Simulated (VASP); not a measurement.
# Si (Fd-3m) in VASP: further runs

The runs below take Si through single point, with r2SCAN.

Everything below comes from runs of VASP 6.6.1. Logs are shortened: lines on timing, memory, paths and dates and some standing lists are left out, and cuts for length are marked.

### 1 The cell of the first run

The structure is cubic, space group Fd-3m (No. 227). Conventional cell: a = 4.692 Å, b = 4.692 Å, c = 4.692 Å, α = 90.00°, β = 90.00°, γ = 90.00°. Within 2.7 Å of Si (site symmetry -43m) lie 4 Si at 2.03 Å.

### 2 Single point, r2SCAN (volume scaled by 0.64)

POSCAR reads:

```
Si
1.0
    0.0000000000      2.3458322427      2.3458322427
    2.3458322427      0.0000000000      2.3458322427
    2.3458322427      2.3458322427      0.0000000000
Si
2
Direct
   -0.1250000000     -0.1250000000     -0.1250000000
    0.1250000000      0.1250000000      0.1250000000
```

INCAR.step1 reads:

```
SYSTEM = Si
  PREC = Accurate
  ENCUT = 520
  ISMEAR = -1
  SIGMA = 0.08
  LREAL = .FALSE.
  LASPH = .TRUE.
  NELM = 100
  NBANDS = 11
  GGA = PE
  ALGO = Normal
  EDIFF = 1E-4
  LWAVE = .TRUE.
  LCHARG = .FALSE.
```

INCAR.step2 reads:

```
SYSTEM = Si
  PREC = Accurate
  ENCUT = 520
  EDIFF = 1E-6
  ISMEAR = -1
  SIGMA = 0.08
  LREAL = .FALSE.
  LASPH = .TRUE.
  NELM = 100
  ALGO = Normal
  ISIF = 2
  LWAVE = .FALSE.
  LCHARG = .TRUE.
  METAGGA = R2SCAN
  LMIXTAU = .TRUE.
  LELF = .TRUE.
  LVHAR = .TRUE.
  NBANDS = 11
  ISTART = 1
```

KPOINTS reads:

```
Automatic mesh
0
G
  13 13 13
  0 0 0
```

Potentials or basis: VASP PAW PBE potentials, release 64 (Si).

Started as:

```
cat potpaw_PBE.64/Si/POTCAR > POTCAR
cp INCAR.step1 INCAR
mpirun -np 1 vasp_std > vasp.out
cp INCAR.step2 INCAR
mpirun -np 1 vasp_std > vasp.out
```

OUTCAR:

```text
SYSTEM = Si
   PREC = Accurate
   ENCUT = 520
   EDIFF = 1E-6
   ISMEAR = -1
   LREAL = .FALSE.
   LASPH = .TRUE.
   NELM = 100
   ISIF = 2
   METAGGA = R2SCAN
   ISTART = 1

 ion  position               nearest neighbor table
   1  0.875  0.875  0.875-   2 2.03   2 2.03   2 2.03   2 2.03
   2  0.125  0.125  0.125-   1 2.03   1 2.03   1 2.03   1 2.03

  LATTYP: Found a face centered cubic cell.
 ALAT       =     4.6916644854

  Lattice vectors:

 A1 = (   0.0000000000,   2.3458322427,   2.3458322427)
 A2 = (   2.3458322427,   0.0000000000,   2.3458322427)
 A3 = (   2.3458322427,   2.3458322427,   0.0000000000)

Analysis of symmetry for initial positions (statically):
=====================================================================
 Subroutine PRICEL returns:
 Original cell was already a primitive cell.

 Routine SETGRP: Setting up the symmetry group for a
 face centered cubic supercell.

 Subroutine GETGRP returns: Found 48 space group operations
 (whereof 12 operations were pure point group operations)
 out of a pool of 48 trial point group operations.

The static configuration has the point symmetry D_3d.
 The point group associated with its full space group is O_h .

Analysis of symmetry for dynamics (positions and initial velocities):
=====================================================================
 Subroutine PRICEL returns:
 Original cell was already a primitive cell.

 Routine SETGRP: Setting up the symmetry group for a
 face centered cubic supercell.

 Subroutine GETGRP returns: Found 48 space group operations
 (whereof 12 operations were pure point group operations)
 out of a pool of 48 trial point group operations.

The dynamic configuration has the point symmetry D_3d.
 The point group associated with its full space group is O_h .

 Subroutine INISYM returns: Found 48 space group operations
 (whereof 12 operations are pure point group operations),
 and found     1 'primitive' translations

----------------------------------------------------------------------------------------

                                     Primitive cell

  volume of cell :      25.8179

  direct lattice vectors                    reciprocal lattice vectors
     0.000000000  2.345832243  2.345832243    -0.213143971  0.213143971  0.213143971
     2.345832243  0.000000000  2.345832243     0.213143971 -0.213143971  0.213143971
     2.345832243  2.345832243  0.000000000     0.213143971  0.213143971 -0.213143971

  length of vectors
     3.317507773  3.317507773  3.317507773     0.369176187  0.369176187  0.369176187

  position of ions in fractional coordinates (direct lattice)
     0.875000000  0.875000000  0.875000000
     0.125000000  0.125000000  0.125000000

  ion indices of the primitive-cell ions
   primitive index   ion index
                 1           1
                 2           2

----------------------------------------------------------------------------------------

 KPOINTS: Automatic mesh

Automatic generation of k-mesh.
 Grid dimensions read from file:
 generate k-points for:   13   13   13

 Generating k-lattice:

  Cartesian coordinates                     Fractional coordinates (reciprocal lattice)
    -0.016395690  0.016395690  0.016395690     0.076923077  0.000000000  0.000000000
     0.016395690 -0.016395690  0.016395690     0.000000000  0.076923077  0.000000000
     0.016395690  0.016395690 -0.016395690     0.000000000  0.000000000  0.076923077

  Length of vectors
     0.028398168  0.028398168  0.028398168

  Shift w.r.t. Gamma in fractional coordinates (k-lattice)
     0.000000000  0.000000000  0.000000000

 Subroutine IBZKPT returns following result:
 ===========================================

 Found     84 irreducible k-points:

 Following reciprocal coordinates:
            Coordinates               Weight
  0.000000  0.000000  0.000000      1.000000
  0.076923  0.000000  0.000000      8.000000
  0.153846  0.000000  0.000000      8.000000
  0.230769  0.000000  0.000000      8.000000
  0.307692  0.000000  0.000000      8.000000
  0.384615  0.000000  0.000000      8.000000
[... 16 lines left out ...]
  0.384615  0.153846  0.000000     24.000000
  0.461538  0.153846  0.000000     24.000000
 [... further k-points ...]
   k-points           NKPTS =     84   k-points in BZ     NKDIM =     84   number of bands    NBANDS=     11
   number of dos      NEDOS =    301   number of ions     NIONS =      2
   total plane-waves  NPLWV =  21952
   dimension x,y,z NGX =    28 NGY =   28 NGZ =   28
   dimension x,y,z NGXF=    56 NGYF=   56 NGZF=   56
   ions per type =               2
   NGX,Y,Z   is equivalent  to a cutoff of  14.03, 14.03, 14.03 a.u.
   NGXF,Y,Z  is equivalent  to a cutoff of  28.06, 28.06, 28.06 a.u.
 SYSTEM =  Si
   PREC   = accura    normal or accurate (medium, high low for compatibility)
   ISTART =      1    job   : 0-new  1-cont  2-samecut
   ICHARG =      0    charge: 1-file 2-atom 10-const
   ISPIN  =      1    spin polarized calculation?
   LNONCOLLINEAR =      F non collinear calculations
   LSORBIT =      F    spin-orbit coupling
   LASPH  =      T    aspherical Exc in radial PAW
   ENCUT  =  520.0 eV  38.22 Ry    6.18 a.u.   6.17  6.17  6.17*2*pi/ulx,y,z
   NELM   =    100;   NELMIN=  2; NELMDL=  0     # of ELM steps
   EDIFF  = 0.1E-05   stopping-criterion for ELM
   LREAL  =      F    real-space projection
   EDIFFG = 0.1E-04   stopping-criterion for IOM
   NSW    =      0    number of steps for IOM
   IBRION =     -1    ionic relax: 0-MD 1-quasi-New 2-CG
   NFREE  =      0    steps in history (QN), initial steepest desc. (CG)
   ISIF   =      2    stress and relaxation
   ISYM   =      2    0-nonsym 1-usesym 2-fastsym
   POTIM  = 0.5000    time-step for ionic-motion
   TEBEG  =    0.0;   TEEND  =   0.0 temperature during run
   PSTRESS=    0.0 pullay stress
   NELECT =       8.0000    total number of electrons
   NUPDOWN=      -1.0000    fix difference up-down
   EMIN   =  10.00;   EMAX   =-10.00  energy-range for DOS
   EFERMI =   0.00;   METHOD = LEGACY
   ISMEAR =    -1;   SIGMA  =   0.08  broadening in eV -4-tet -1-fermi 0-gaus
   EFERMI_NEDOS =   21; number of points for ismear=-14 and -15
   IALGO  =     38    algorithm
   IMIX   =      4    mixing-type and parameters
     AMIX     =   0.40;   BMIX     =  1.00
     AMIX_MAG =   1.60;   BMIX_MAG =  1.00
  volume/ion in A,a.u.               =      12.91        87.11
  Fermi-wavevector in a.u.,A,eV,Ry     =   1.107808  2.093454 16.697598  1.227239
  Thomas-Fermi vector in A             =   2.244327
   LORBIT       =      0    0 simple, 1 ext, 2 COOP (PROOUT), +10 PAW based schemes
   METAGGA = R2SCAN    functional components
   LHFCALC =     F    Hartree Fock is set to
   AEXX    =    0.0000 exact exchange contribution
   IVDW    =     0    specifies the selected vdW correction
   LEPSILON=     F    determine dielectric tensor
   LRPA    =     F    only Hartree local field effects (RPA)
 non-spin polarized calculation
  energy-cutoff  :      520.00
  volume of cell :       25.82
 maximum number of plane-waves:       725
 NGX is ok and might be reduce to    28
   NGX = 13   NGY = 13   NGZ = 13

 number of electron       8.0000000 magnetization

 Free energy of the ion-electron system (eV)
  ---------------------------------------------------
  ext. energy  EPLUGINS =         0.00000000
  ---------------------------------------------------
  free energy    TOTEN  =       -14.29454635 eV

  energy without entropy =      -14.28956992  energy(sigma->0) =      -14.29205813

 E-fermi :  10.9965     XC(G=0): -11.7333

 val. band max:       10.9908383088   @ k =   0.3846   0.3846   0.0000
 cond. band min:      10.9991748895   @ k =   0.0769   0.0000   0.0000
 fundamental gap:      0.0083365807
 Fermi energy:        10.9965270849

 k-point     1 :       0.0000    0.0000    0.0000
  band No.  band energies     occupation
      1      -5.1036      2.00000
      2      11.2049      0.13764
      3      11.2049      0.13763
      4      11.2049      0.13763
      5      14.0260      0.00000
      6      14.0260      0.00000
      7      14.0260      0.00000
      8      19.3510      0.00000
      9      19.3510      0.00000
     10      21.1122      0.00000
     11      22.3521      0.00000

 k-point     2 :       0.0769    0.0000    0.0000
  band No.  band energies     occupation
      1      -4.9873      2.00000
      2      10.2318      1.99986
      3      10.9992      0.98345
      4      10.9992      0.98345
      5      14.3310      0.00000
      6      14.3310      0.00000
      7      14.4549      0.00000
      8      19.0199      0.00000
      9      19.0199      0.00000
     10      21.3668      0.00000
     11      22.7949      0.00000

 k-point     3 :       0.1538    0.0000    0.0000
  band No.  band energies     occupation
      1      -4.6403      2.00000
      2       8.3753      2.00000
      3      10.5814      1.98891
      4      10.5814      1.98891
      5      14.8518      0.00000
      6      14.9179      0.00000
      7      14.9179      0.00000
      8      18.5231      0.00000
      9      18.5231      0.00000
     10      21.7770      0.00000
     11      23.6364      0.00000

 k-point     4 :       0.2308    0.0000    0.0000
  band No.  band energies     occupation
      1      -4.0686      2.00000
      2       6.3727      2.00000
      3      10.1757      1.99993
      4      10.1757      1.99993
      5      14.9265      0.00000
      6      15.1452      0.00000
      7      15.1452      0.00000
      8      18.7095      0.00000
      9      18.7095      0.00000
     10      21.5623      0.00000
     11      24.4884      0.00000
[... 239 lines left out ...]
 k-point    22 :       0.3077    0.1538    0.0000
  band No.  band energies     occupation
      1      -3.4219      2.00000
      2       5.9457      2.00000
      3       8.6374      2.00000
      4       8.8975      2.00000
      5      13.1723      0.00000
      6      15.3931      0.00000
      7      17.2310      0.00000
      8      17.4814      0.00000
      9      21.1769      0.00000
     10      23.7597      0.00000
     11      26.3174      0.00000

 k-point    23 :       0.3846    0.1538    0.0000
  band No.  band energies     occupation
      1      -2.5801      2.00000
      2       4.1252      2.00000
      3       8.3166      2.00000
      4       8.4951      2.00000
      5      13.0733      0.00000
      6      16.2229      0.00000
      7      16.7481      0.00000
      8      17.8492      0.00000
      9      22.6264      0.00000
     10      23.1848      0.00000
     11      27.6848      0.00000

 k-point    24 :       0.4615    0.1538    0.0000
  band No.  band energies     occupation
      1      -1.6039      2.00000
      2       2.5119      2.00000
      3       7.7920      2.00000
      4       8.5301      2.00000
      5      13.0326      0.00000
      6      16.2133      0.00000
      7      16.6715      0.00000
      8      19.0440      0.00000
      9      22.7227      0.00000
     10      23.9163      0.00000
     11      26.7024      0.00000

 [... further k-points ...]
[... 5 lines left out ...]
  --------------------------------------------------------------------------------------
  -------------------------------------------------------------------------------------
  Total       16.6679069     16.6679069     16.6679069      0.0000000     -0.0000000      0.0000000
  in kB     1034.3578110   1034.3578110   1034.3578110      0.0000000     -0.0000000      0.0000000
  external PRESSURE =    1034.3578110 kB  Pullay stress =       0.0000000 kB

 VOLUME and BASIS-vectors are now :
 -----------------------------------------------------------------------------
  energy-cutoff  :      520.00
  volume of cell :       25.82
      direct lattice vectors                 reciprocal lattice vectors
     0.000000000  2.345832243  2.345832243    -0.213143971  0.213143971  0.213143971
     2.345832243  0.000000000  2.345832243     0.213143971 -0.213143971  0.213143971
     2.345832243  2.345832243  0.000000000     0.213143971  0.213143971 -0.213143971

 POSITION                                       TOTAL-FORCE (eV/Angst)
 -----------------------------------------------------------------------------------
      4.10521      4.10521      4.10521        -0.000000      0.000000     -0.000000
      0.58646      0.58646      0.58646         0.000000      0.000000      0.000000
 -----------------------------------------------------------------------------------
    total drift:                               -0.000000     -0.000000     -0.000000

  FREE ENERGIE OF THE ION-ELECTRON SYSTEM (eV)
  ---------------------------------------------------
  free  energy   TOTEN  =       -14.2945463469 eV

  energy  without entropy=      -14.2895699224  energy(sigma->0) =      -14.29205813
```

Wall time 68 s (1 thread of Intel Xeon Platinum 8559C (Emerald Rapids), shared host); peak memory 0.16 GiB.

What came out:

```
Free energy            : -14.2945 eV
Pressure               : 103.4 GPa
Band gap on the k mesh : zero (band 4 reaches 11.20 eV, above the bottom of band 5 at 10.84 eV)
```

Caveat: the PAW data sets were made with another functional, which shifts forces and pressure a little.

### 3 Single point, r2SCAN (volume scaled by 0.72)

POSCAR reads:

```
Si
1.0
    0.0000000000      2.4397638498      2.4397638498
    2.4397638498      0.0000000000      2.4397638498
    2.4397638498      2.4397638498      0.0000000000
Si
2
Direct
   -0.1250000000     -0.1250000000     -0.1250000000
    0.1250000000      0.1250000000      0.1250000000
```

INCAR.step1, as its differences from that of step 2:

```diff
@@ -7,3 +7,3 @@
   LASPH = .TRUE.
-  NELM = 100
+  NELM = 80
   NBANDS = 11
```

INCAR.step2, as its differences from that of step 2:

```diff
@@ -8,3 +8,3 @@
   LASPH = .TRUE.
-  NELM = 100
+  NELM = 80
   ALGO = Normal
```

KPOINTS reads:

```
regular mesh
0
G
  13 13 13
  0 0 0
```

Potentials or basis: VASP PAW PBE potentials, release 64 (Si).

Started as:

```
cat potpaw_PBE.64/Si/POTCAR > POTCAR
cp INCAR.step1 INCAR
mpirun -np 1 vasp_std > vasp.out
cp INCAR.step2 INCAR
mpirun -np 1 vasp_std > vasp.out
```

Run time: 65 s. Hardware: 1 thread of Intel Xeon Platinum 8559C (Emerald Rapids), shared host; peak memory 0.17 GiB.

The run converged. Its results:

* Free energy: -15.9192 eV
* Pressure: 61.1 GPa

Levels at points of the mesh, in eV from the Fermi level:
```
           k point  band 1  band 2  band 3  band 4  band 5  band 6  band 7  band 8  band 9
(0.00, 0.00, 0.00)  -15.16    0.00    0.00    0.00    2.84    2.84    2.84    8.18    8.18
```

Caveat: the PAW data sets were made with another functional, which shifts forces and pressure a little.

### 4 Single point, r2SCAN (volume scaled by 0.8)

POSCAR reads:

```
Si
1.0
    0.0000000000      2.5269711803      2.5269711803
    2.5269711803      0.0000000000      2.5269711803
    2.5269711803      2.5269711803      0.0000000000
Si
2
Direct
   -0.1250000000     -0.1250000000     -0.1250000000
    0.1250000000      0.1250000000      0.1250000000
```

INCAR.step1 reads:

```
SYSTEM = Si
ALGO = Normal
EDIFF = 1E-4
ENCUT = 520
GGA = PE
ISMEAR = -1
LASPH = .True.
LCHARG = .False.
LREAL = .False.
LWAVE = .True.
NBANDS = 11
NELM = 80
PREC = Accurate
SIGMA = 0.08
```

INCAR.step2 reads:

```
SYSTEM = Si
ALGO = Normal
EDIFF = 1E-7
ENCUT = 520
ISIF = 2
ISMEAR = -1
ISTART = 1
LASPH = .True.
LCHARG = .True.
LELF = .True.
LMIXTAU = .True.
LREAL = .False.
LVHAR = .True.
LWAVE = .False.
METAGGA = R2SCAN
NBANDS = 11
NELM = 80
PREC = Accurate
SIGMA = 0.08
```

KPOINTS reads:

```
k-points
0
Gamma
  13 13 13
  0 0 0
```

Started as:

```
cat potpaw_PBE.64/Si/POTCAR > POTCAR
cp INCAR.step1 INCAR
mpirun -np 1 vasp_std > vasp.out
cp INCAR.step2 INCAR
mpirun -np 1 vasp_std > vasp.out
```

It took 80 s on 1 thread of Intel Xeon Platinum 8559C (Emerald Rapids), shared host; peak memory 0.17 GiB.

It converged, with:

```yaml
Free_energy: -16.8536 eV
Pressure: 33.7 GPa
Band_gap_on_the_k_mesh: 0.32 eV, indirect (least direct gap 2.82 eV)
```

Levels at points of the mesh, in eV from the valence-band top:
| k point | band 2 | band 3 | band 4 | band 5 | band 6 | band 7 |
| --- | --- | --- | --- | --- | --- | --- |
| (0.00, 0.00, 0.00) | 0.00 | 0.00 | 0.00 | 2.82 | 2.82 | 2.82 |

Caveat: the PAW data sets were made with another functional, which shifts forces and pressure a little. A k mesh can miss the band edges.

### 5 The runs side by side

| cell | gap on the mesh (eV) | pressure (GPa) |
| --- | --- | --- |
| a = 3.318 Å, angles 60.0°, 2 atoms | none | 103.4 |
| a = 3.450 Å, angles 60.0°, 2 atoms | - | 61.1 |
| a = 3.574 Å, angles 60.0°, 2 atoms | 0.32 | 33.7 |

Alike in all rows: task single point; level r2SCAN; potentials or basis VASP PAW PBE potentials, release 64 (Si); no spin polarisation; k mesh 13 × 13 × 13; cutoff (eV) 520; smearing fermi-dirac 0.08 eV.

Caveats: the PAW data sets were made with another functional, which shifts forces and pressure a little.

Total energies depend on the potentials used, so only differences within one code and one set of settings carry meaning.
